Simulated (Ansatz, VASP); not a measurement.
**One calculation of La2SnO, two programs**

```
La Sn O
1.0
     5.22612    0.00000    0.00000
    -2.61306    4.52595    0.00000
     0.00000    0.00000    5.03560
La Sn O
2 1 1
Direct
  0.33333 0.66667 0.50000
  0.66667 0.33333 0.50000
  0.00000 0.00000 0.00000
  0.00000 0.00000 0.50000
```

Alike in both runs: task relaxation of cell and atoms; functional PBE; k mesh 6 × 6 × 4; occupations gaussian, width 0.1 eV; no spin polarisation.

```csv
,VASP,Ansatz
version,VASP 6.6.1,Ansatz 0.2.0
potentials or method,"VASP PAW PBE potentials, release 64 (La, Sn_d, O), cutoff 600 eV","scalar-relativistic, plane waves, PAW"
valence electrons in the cell,42,42
```

|  | VASP | Ansatz | Ansatz less VASP |
| --- | --- | --- | --- |
| gap on the k mesh at the Fermi level, each at its own relaxed structure (eV) | none | none | - |
| relaxed volume (Å³/atom) | 25.04 | 25.10 | +0.050 |
| relaxed cell length with the largest relative difference (Å) | 5.064 | 5.071 | +0.0074 |

A gap of «none» marks a metal or a gap that the smearing closes.

Neither program's run includes spin-orbit coupling. Noted on VASP's run: the volume moved by over 15 % at a fixed basis, so the end points are rough.
